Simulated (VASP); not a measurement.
# Bi (P6/mmm) in VASP: single point with PBE

Aim: the single point of Bi with PBE.

Everything below comes from runs of VASP 6.6.1. Logs are shortened: lines on timing, memory, paths and dates and some standing lists are left out, and cuts for length are marked.

### 1 The cell of the first run

It takes space group P6/mmm (No. 191, hexagonal). Conventional cell: a = 4.800 Å, b = 4.800 Å, c = 2.841 Å, α = 90.00°, β = 90.00°, γ = 120.00°. Within 3.7 Å of Bi (site symmetry 6/mmm) lie 14 Bi at 2.84 to 3.11 Å. Bi (site symmetry -6m2) has 11 Bi at 2.77 to 3.11 Å within 3.7 Å.

This isn't the form of Bi at room conditions, which is rhombohedral.

### 2 Single point, PBE

Input file INCAR:

```
SYSTEM = Bi
ALGO     = Normal         ! electronic algorithm
EDIFF    = 1E-6           ! SCF threshold, eV
ENCUT    = 520            ! plane-wave cutoff, eV
GGA      = PE             ! functional
ISIF     = 2              ! what is computed and relaxed
ISMEAR   = -1             ! smearing method
LASPH    = .TRUE.         ! aspherical terms in the spheres
LCHARG   = .TRUE.         ! write CHGCAR
LELF     = .TRUE.         ! ELF
LREAL    = .FALSE.        ! projectors in reciprocal space
LVHAR    = .TRUE.       
LWAVE    = .FALSE.        ! write WAVECAR
NBANDS   = 30             ! bands
NELM     = 60             ! most SCF steps
PREC     = Accurate       ! precision mode
SIGMA    = 0.08           ! smearing width, eV
```

Input file KPOINTS:

```
k-points
0
G
  8 8 11
  0 0 0
```

Input file POSCAR:

```
Bi
1.0
    4.8001864900      0.0000000000      0.0000000000
   -2.4000932450      4.1570834433      0.0000000000
    0.0000000000      0.0000000000      2.8409006773
Bi
3
Direct
    0.0000000000      0.0000000000      0.0000000000
    0.3333333333      0.6666666667      0.5000000000
    0.6666666667      0.3333333333      0.5000000000
```

Potentials or basis: VASP PAW PBE potentials, release 64 (Bi_d).

Command:

```console
$ cat potpaw_PBE.64/Bi_d/POTCAR > POTCAR
$ mpirun -np 1 vasp_std > vasp.out
```

OUTCAR:

```text
SYSTEM = Bi
   EDIFF = 1E-6
   ENCUT = 520
   GGA = PE
   ISIF = 2
   ISMEAR = -1
   LASPH = .TRUE.
   LREAL = .FALSE.
   NELM = 60
   PREC = Accurate

 ion  position               nearest neighbor table
   1  0.000  0.000  0.000-   2 3.11   3 3.11   2 3.11   3 3.11   3 3.11   3 3.11   2 3.11   2 3.11
                             3 3.11   3 3.11   2 3.11   2 3.11
   2  0.333  0.667  0.500-   3 2.77   3 2.77   3 2.77   1 3.11   1 3.11   1 3.11   1 3.11   1 3.11
                             1 3.11
   3  0.667  0.333  0.500-   2 2.77   2 2.77   2 2.77   1 3.11   1 3.11   1 3.11   1 3.11   1 3.11
                             1 3.11

  LATTYP: Found a hexagonal cell.
 ALAT       =     4.8001864900
 C/A-ratio  =     0.5918313139

  Lattice vectors:

 A1 = (   4.8001864900,   0.0000000000,   0.0000000000)
 A2 = (  -2.4000932450,   4.1570834433,   0.0000000000)
 A3 = (   0.0000000000,   0.0000000000,   2.8409006773)

Analysis of symmetry for initial positions (statically):
=====================================================================
 Subroutine PRICEL returns:
 Original cell was already a primitive cell.

 Routine SETGRP: Setting up the symmetry group for a
 hexagonal supercell.

 Subroutine GETGRP returns: Found 24 space group operations
 (whereof 24 operations were pure point group operations)
 out of a pool of 24 trial point group operations.

The static configuration has the point symmetry D_6h.

Analysis of symmetry for dynamics (positions and initial velocities):
=====================================================================
 Subroutine PRICEL returns:
 Original cell was already a primitive cell.

 Routine SETGRP: Setting up the symmetry group for a
 hexagonal supercell.

 Subroutine GETGRP returns: Found 24 space group operations
 (whereof 24 operations were pure point group operations)
 out of a pool of 24 trial point group operations.

The dynamic configuration has the point symmetry D_6h.

 Subroutine INISYM returns: Found 24 space group operations
 (whereof 24 operations are pure point group operations),
 and found     1 'primitive' translations

----------------------------------------------------------------------------------------

                                     Primitive cell

  volume of cell :      56.6895

  direct lattice vectors                    reciprocal lattice vectors
     4.800186490  0.000000000  0.000000000     0.208325239  0.120276633  0.000000000
    -2.400093245  4.157083443  0.000000000     0.000000000  0.240553266  0.000000000
     0.000000000  0.000000000  2.840900677     0.000000000  0.000000000  0.352001042

  length of vectors
     4.800186490  4.800186490  2.840900677     0.240553266  0.240553266  0.352001042

  position of ions in fractional coordinates (direct lattice)
     0.000000000  0.000000000  0.000000000
     0.333333333  0.666666667  0.500000000
     0.666666667  0.333333333  0.500000000

  ion indices of the primitive-cell ions
   primitive index   ion index
                 1           1
                 2           2
                 3           3

----------------------------------------------------------------------------------------

 KPOINTS: k-points

Automatic generation of k-mesh.
 Grid dimensions read from file:
 generate k-points for:    8    8   11

 Generating k-lattice:

  Cartesian coordinates                     Fractional coordinates (reciprocal lattice)
     0.026040655  0.015034579  0.000000000     0.125000000  0.000000000  0.000000000
     0.000000000  0.030069158  0.000000000     0.000000000  0.125000000  0.000000000
     0.000000000  0.000000000  0.032000095     0.000000000  0.000000000  0.090909091

  Length of vectors
     0.030069158  0.030069158  0.032000095

  Shift w.r.t. Gamma in fractional coordinates (k-lattice)
     0.000000000  0.000000000  0.000000000

 Subroutine IBZKPT returns following result:
 ===========================================

 Found     60 irreducible k-points:

 Following reciprocal coordinates:
            Coordinates               Weight
  0.000000  0.000000  0.000000      1.000000
  0.125000  0.000000  0.000000      6.000000
  0.250000  0.000000  0.000000      6.000000
  0.375000  0.000000  0.000000      6.000000
  0.500000  0.000000  0.000000      3.000000
  0.125000  0.125000  0.000000      6.000000
[... 16 lines left out ...]
  0.250000  0.000000  0.181818     12.000000
  0.375000  0.000000  0.181818     12.000000
 [... further k-points ...]
   k-points           NKPTS =     60   k-points in BZ     NKDIM =     60   number of bands    NBANDS=     30
   number of dos      NEDOS =    301   number of ions     NIONS =      3
   total plane-waves  NPLWV =  31104
   dimension x,y,z NGX =    36 NGY =   36 NGZ =   24
   dimension x,y,z NGXF=    72 NGYF=   72 NGZF=   48
   ions per type =               3
   NGX,Y,Z   is equivalent  to a cutoff of  12.47, 12.47, 14.04 a.u.
   NGXF,Y,Z  is equivalent  to a cutoff of  24.94, 24.94, 28.09 a.u.
 SYSTEM =  Bi
   PREC   = accura    normal or accurate (medium, high low for compatibility)
   ISTART =      0    job   : 0-new  1-cont  2-samecut
   ICHARG =      2    charge: 1-file 2-atom 10-const
   ISPIN  =      1    spin polarized calculation?
   LNONCOLLINEAR =      F non collinear calculations
   LSORBIT =      F    spin-orbit coupling
   LASPH  =      T    aspherical Exc in radial PAW
   ENCUT  =  520.0 eV  38.22 Ry    6.18 a.u.   8.93  8.93  5.28*2*pi/ulx,y,z
   NELM   =     60;   NELMIN=  2; NELMDL= -5     # of ELM steps
   EDIFF  = 0.1E-05   stopping-criterion for ELM
   LREAL  =      F    real-space projection
   EDIFFG = 0.1E-04   stopping-criterion for IOM
   NSW    =      0    number of steps for IOM
   IBRION =     -1    ionic relax: 0-MD 1-quasi-New 2-CG
   NFREE  =      0    steps in history (QN), initial steepest desc. (CG)
   ISIF   =      2    stress and relaxation
   ISYM   =      2    0-nonsym 1-usesym 2-fastsym
   POTIM  = 0.5000    time-step for ionic-motion
   TEBEG  =    0.0;   TEEND  =   0.0 temperature during run
   PSTRESS=    0.0 pullay stress
   NELECT =      45.0000    total number of electrons
   NUPDOWN=      -1.0000    fix difference up-down
   EMIN   =  10.00;   EMAX   =-10.00  energy-range for DOS
   EFERMI =   0.00;   METHOD = LEGACY
   ISMEAR =    -1;   SIGMA  =   0.08  broadening in eV -4-tet -1-fermi 0-gaus
   EFERMI_NEDOS =   21; number of points for ismear=-14 and -15
   IALGO  =     38    algorithm
   IMIX   =      4    mixing-type and parameters
     AMIX     =   0.40;   BMIX     =  1.00
     AMIX_MAG =   1.60;   BMIX_MAG =  1.00
  volume/ion in A,a.u.               =      18.90       127.52
  Fermi-wavevector in a.u.,A,eV,Ry     =   1.515810  2.864465 31.261824  2.297679
  Thomas-Fermi vector in A             =   2.625284
   LORBIT       =      0    0 simple, 1 ext, 2 COOP (PROOUT), +10 PAW based schemes
   GGA     = PE    functional components
   LHFCALC =     F    Hartree Fock is set to
   AEXX    =    0.0000 exact exchange contribution
   IVDW    =     0    specifies the selected vdW correction
   LEPSILON=     F    determine dielectric tensor
   LRPA    =     F    only Hartree local field effects (RPA)
 non-spin polarized calculation
  energy-cutoff  :      520.00
  volume of cell :       56.69
 maximum number of plane-waves:      1542
 NGX is ok and might be reduce to    36
   NGX = 17   NGY = 17   NGZ = 11

 number of electron      44.9999996 magnetization

 Free energy of the ion-electron system (eV)
  ---------------------------------------------------
  ext. energy  EPLUGINS =         0.00000000
  ---------------------------------------------------
  free energy    TOTEN  =        -4.43129779 eV

  energy without entropy =       -4.40533082  energy(sigma->0) =       -4.41831431

 E-fermi :  15.8642     XC(G=0): -12.9044

 val. band max:       15.7953610318   @ k =   0.3750   0.0000   0.1818
 cond. band min:      15.8717292152   @ k =   0.5000   0.0000   0.3636
 fundamental gap:      0.0763681834
 Fermi energy:        15.8642233844

 k-point     1 :       0.0000    0.0000    0.0000
  band No.  band energies     occupation
      1      -8.6998      2.00000
      2      -8.2678      2.00000
      3      -8.1582      2.00000
      4      -8.1582      2.00000
      5      -8.1446      2.00000
      6      -7.8585      2.00000
[... 22 lines left out ...]
     29      26.5102      0.00000
     30      27.0781      0.00000

 k-point     2 :       0.1250    0.0000    0.0000
  band No.  band energies     occupation
      1      -8.6876      2.00000
      2      -8.3154      2.00000
      3      -8.2067      2.00000
      4      -8.1622      2.00000
      5      -8.1386      2.00000
      6      -7.8613      2.00000
[... 22 lines left out ...]
     29      25.8804      0.00000
     30      26.0039      0.00000

 k-point     3 :       0.2500    0.0000    0.0000
  band No.  band energies     occupation
      1      -8.6553      2.00000
      2      -8.4074      2.00000
      3      -8.2910      2.00000
      4      -8.2045      2.00000
      5      -8.1337      2.00000
      6      -7.8977      2.00000
[... 22 lines left out ...]
     29      25.1132      0.00000
     30      25.2459      0.00000

 k-point     4 :       0.3750    0.0000    0.0000
  band No.  band energies     occupation
      1      -8.6128      2.00000
      2      -8.4986      2.00000
      3      -8.3534      2.00000
      4      -8.2477      2.00000
      5      -8.1381      2.00000
      6      -7.9251      2.00000
[... 22 lines left out ...]
     29      24.4507      0.00000
     30      24.7731      0.00000

 k-point     5 :       0.5000    0.0000    0.0000
  band No.  band energies     occupation
      1      -8.5707      2.00000
      2      -8.5586      2.00000
      3      -8.3755      2.00000
      4      -8.2651      2.00000
      5      -8.1406      2.00000
      6      -7.9350      2.00000
[... 22 lines left out ...]
     29      24.0741      0.00000
     30      24.6121      0.00000
[... 526 lines left out ...]
     29      23.8096      0.00000
     30      25.9322      0.00000

 k-point    22 :       0.1250    0.0000    0.1818
  band No.  band energies     occupation
      1      -8.4505      2.00000
      2      -8.2080      2.00000
      3      -8.2068      2.00000
      4      -8.0548      2.00000
      5      -8.0470      2.00000
      6      -7.9604      2.00000
[... 22 lines left out ...]
     29      24.6155      0.00000
     30      25.4842      0.00000

 k-point    23 :       0.2500    0.0000    0.1818
  band No.  band energies     occupation
      1      -8.4457      2.00000
      2      -8.2969      2.00000
      3      -8.2940      2.00000
      4      -8.0514      2.00000
      5      -8.0420      2.00000
      6      -7.9453      2.00000
[... 22 lines left out ...]
     29      25.3286      0.00000
     30      26.2487      0.00000

 k-point    24 :       0.3750    0.0000    0.1818
  band No.  band energies     occupation
      1      -8.4490      2.00000
      2      -8.3585      2.00000
      3      -8.3445      2.00000
      4      -8.0438      2.00000
      5      -8.0430      2.00000
      6      -7.9595      2.00000
[... 22 lines left out ...]
     29      26.1639      0.00000
     30      26.8431      0.00000

 [... further k-points ...]

------------------------ aborting loop because EDIFF is reached ----------------------------------------

  FORCE on cell =-STRESS in cart. coord.  units (eV):
  Direction    XX          YY          ZZ          XY          YZ          ZX
  --------------------------------------------------------------------------------------
  -------------------------------------------------------------------------------------
  Total       32.5369646     32.5369646     32.5433750      0.0000000      0.0000000     -0.0000000
  in kB      919.5698304    919.5698304    919.7510045      0.0000000      0.0000000     -0.0000000
  external PRESSURE =     919.6302218 kB  Pullay stress =       0.0000000 kB

 VOLUME and BASIS-vectors are now :
 -----------------------------------------------------------------------------
  energy-cutoff  :      520.00
  volume of cell :       56.69
      direct lattice vectors                 reciprocal lattice vectors
     4.800186490  0.000000000  0.000000000     0.208325239  0.120276633  0.000000000
    -2.400093245  4.157083443  0.000000000     0.000000000  0.240553266  0.000000000
     0.000000000  0.000000000  2.840900677     0.000000000  0.000000000  0.352001042

 POSITION                                       TOTAL-FORCE (eV/Angst)
 -----------------------------------------------------------------------------------
      0.00000      0.00000      0.00000        -0.000000      0.000000      0.000000
     -0.00000      2.77139      1.42045         0.000000      0.000000      0.000000
      2.40009      1.38569      1.42045        -0.000000     -0.000000      0.000000
 -----------------------------------------------------------------------------------
    total drift:                                0.000000      0.000000     -0.000000

  FREE ENERGIE OF THE ION-ELECTRON SYSTEM (eV)
  ---------------------------------------------------
  free  energy   TOTEN  =        -4.4312977898 eV

  energy  without entropy=       -4.4053308205  energy(sigma->0) =       -4.41831431
```

Run time: 1.8 min. Hardware: 1 thread of Intel Xeon 8259CL, shared host; peak memory 0.22 GiB.

Results:

```yaml
Free_energy: -4.4313 eV
Pressure: 92.0 GPa
Band_gap_on_the_k_mesh: zero (an odd number of electrons rules out a gap without spin polarisation)
```

Caveat: the cell stands under pressure; spin-orbit coupling is left out, which moves the levels of the heavy elements.
